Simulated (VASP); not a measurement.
Runs of VASP 6.6.1 on Te. It takes space group P3_121 (No. 152, trigonal). The conventional cell has a = 4.454 Å, b = 4.454 Å, c = 5.924 Å, α = 90.00°, β = 90.00°, γ = 120.00°. Within 3.8 Å of Te (site symmetry 2) lie 6 Te at 2.86 to 3.47 Å. 

```csv
k mesh,gap on the mesh (eV),pressure (GPa),largest force (eV/Å)
6 × 6 × 4,0.17,-0.7,0.16
3 × 3 × 2,(a),-0.3,0.11
15 × 15 × 10,0.17,-0.7,0.17
12 × 12 × 8,0.17,-0.7,0.17
9 × 9 × 6,0.17,-0.7,0.17
```

Alike in all rows: task single point; level PBE+D3(BJ); potentials or basis VASP PAW PBE potentials, release 64 (Te); no spin polarisation; cell as given; cutoff (eV) 500; smearing gaussian 0.01 eV.

**Question.** Fill in the values left out.

**Answer.** (a) 0.16.

Caveats: some runs use coarse meshes; spin-orbit coupling is left out, which moves the levels of the heavy elements; an odd mesh through Γ misses points on the zone boundary, where band edges can lie (at least some runs).

A k mesh can miss the band edges, and the runs leave out spin-orbit coupling on Te.
